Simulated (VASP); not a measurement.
W:

```
W
1.0
    -1.59178    1.59178    1.59178
     1.59178   -1.59178    1.59178
     1.59178    1.59178   -1.59178
W
1
Cartesian
  0.0000 0.0000 0.0000
```

Base run:

```yaml
Program: VASP 6.6.1
Functional: r2SCAN
Potentials_or_basis: VASP PAW PBE potentials, release 64 (W_sv)
Cutoff: 520 eV
k_mesh: 18 × 18 × 18
Occupations: gaussian, width 0.1 eV
Spin: no spin polarisation
Hubbard_terms: W d U = 4.0 eV
```

Its results: band gap on the k mesh zero (bands 7 and 8 overlap by 6.47 eV); pressure 9.2 GPa.

Problem. The run is repeated on the same cell with these changes: hubbard terms from W d U = 4.0 eV to none. What comes out?

Solution. Band gap on the k mesh zero (bands 7 and 8 overlap by 6.46 eV); pressure -3.2 GPa.

Caveats: the PAW data sets were made with another functional, which shifts forces and pressure a little; spin-orbit coupling is left out, which moves the levels of the heavy elements; the cell stands under pressure (at least some runs); U without spin polarisation on a metal has little footing (at least some runs); the U is typed as a test and isn't derived for this compound (at least some runs); the cell stands under tension (at least some runs).
